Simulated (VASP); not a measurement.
## Al2BP3: single point with PBE

Crystal: Al2BP3.

```xyz
6
Lattice="-1.8115 1.8115 8.0555 1.8115 -1.8115 8.0555 1.8115 1.8115 -8.0555" Properties=species:S:1:pos:R:3 pbc="T T T"
Al    0.0000    0.0000   13.5453
Al    0.0000    0.0000    2.5656
B     0.0000    0.0000    8.0555
P     0.0000    1.8115    1.0763
P     1.8115    0.0000    4.0277
P     0.0000    1.8115    6.9792
```

```yaml
Program: VASP 6.6.1
Task: single point
Functional: PBE
Potentials_or_basis: VASP PAW PBE potentials, release 64 (Al, B, P)
Cutoff: 520 eV
k_mesh: 10 × 10 × 10
Occupations: gaussian, width 0.02 eV
Spin: no spin polarisation
Dipole_correction: no
Further_INCAR_settings: ALGO = Normal; EDIFF = 1e-06; NBANDS = 21
```

```yaml
Pressure: -0.1 GPa
Largest_force: 0.008 eV/Å
Band_gap_on_the_k_mesh: 0.90 eV, indirect (least direct gap 1.05 eV)
```

Forces on the atoms (eV/Å):
```
Al   0.000  0.000 -0.004
Al   0.000  0.000  0.004
B    0.000  0.000  0.000
P    0.000  0.000  0.008
P    0.000  0.000  0.000
P    0.000  0.000 -0.008
```

Levels at points of the mesh, in eV from the valence-band top:
```tsv
k point	band 9	band 10	band 11	band 12	band 13	band 14	band 15	band 16
(0.00, 0.00, 0.00)	-1.58	-0.40	0.00	0.00	1.05	1.21	2.50	3.43
(0.50, 0.00, 0.00)	-2.53	-1.47	-0.70	-0.63	1.64	3.06	3.72	4.09
(0.50, 0.50, 0.00)	-3.71	-3.68	-3.00	-2.84	1.06	1.71	2.72	3.35
(0.50, 0.50, 0.50)	-1.24	-1.24	-0.50	-0.50	0.90	1.36	2.55	3.42
```

It took 11 min on 1 thread of Intel Xeon 6975P-C (shared host), peak memory 0.66 GiB.

A k mesh can miss the band edges. PBE gaps usually lie below the measured ones, often by a third to a half.
